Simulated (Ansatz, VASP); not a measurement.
One calculation of Ga, two programs

The input INCAR:

```
SYSTEM = Ga
PREC     = Accurate       ! precision mode
ENCUT    = 520            ! plane-wave cutoff, eV
EDIFF    = 1E-8           ! SCF threshold, eV
ISMEAR   = -1             ! smearing method
SIGMA    = 0.03           ! smearing width, eV
LREAL    = .False.        ! projectors in reciprocal space
LASPH    = .True.         ! aspherical terms in the spheres
NELM     = 100            ! most SCF steps
ALGO     = Normal         ! electronic algorithm
ISIF     = 2              ! what is computed and relaxed
LWAVE    = .False.        ! write WAVECAR
LCHARG   = .False.        ! write CHGCAR
GGA      = PS             ! functional
LEFG     = .True.       
NBANDS   = 12             ! bands
```

Contents of KPOINTS:

```
regular mesh
0
Gamma
  16 16 16
  0 0 0
```

File POSCAR:

```
Ga
1.0
   -1.4132982842      1.4132982842      2.2437620196
    1.4132982842     -1.4132982842      2.2437620196
    1.4132982842      1.4132982842     -2.2437620196
Ga
1
Direct
    0.0000000000      0.0000000000      0.0000000000
```

Input for Ansatz:

```yaml
crystal:
  lattice:
    - [-1.4132982842, 1.4132982842, 2.2437620196]
    - [1.4132982842, -1.4132982842, 2.2437620196]
    - [1.4132982842, 1.4132982842, -2.2437620196]
  atoms:
    - { symbol: Ga, position: [0.0, 0.0, 0.0] }
kpoints:
  mp_grid: { grid: [16, 16, 16] }
scf:
  occupations: { method: fermi_dirac, width: 0.03 }
hamiltonian:
  xc: pbesol
  pseudopotentials: { kind: all_electron, datasets: crystal }
output:
  forces: true
  stress: true
  eigenvalues: true
  efg: { contact_densities: true }
```

Change from the starting cell: volume scaled by 1.02, crystal datasets.

Alike in both runs: task electric field gradients; functional PBEsol; k mesh 16 × 16 × 16; occupations fermi-dirac, width 0.03 eV; no spin polarisation.

|  | VASP | Ansatz |
| --- | --- | --- |
| version | VASP 6.6.1 | Ansatz 0.2.0 |
| potentials or method | VASP PAW PBE potentials, release 64 (Ga_d), cutoff 520 eV | all-electron PAW with datasets made for the crystal, scalar-relativistic |

|  | VASP | Ansatz | Ansatz less VASP |
| --- | --- | --- | --- |
| pressure (GPa) | -0.5 | -0.6 | -0.04 |
| traceless stress, the component that is largest in VASP (GPa) | -0.42 | -0.41 | +0.007 |
| size of Vzz on the site where it differs most (V/Å²) | 20.2 | 21.5 | +1.25 |

VASP's potentials were made for PBE, not for PBEsol. Ansatz ran all-electron here, and VASP with PAW potentials.
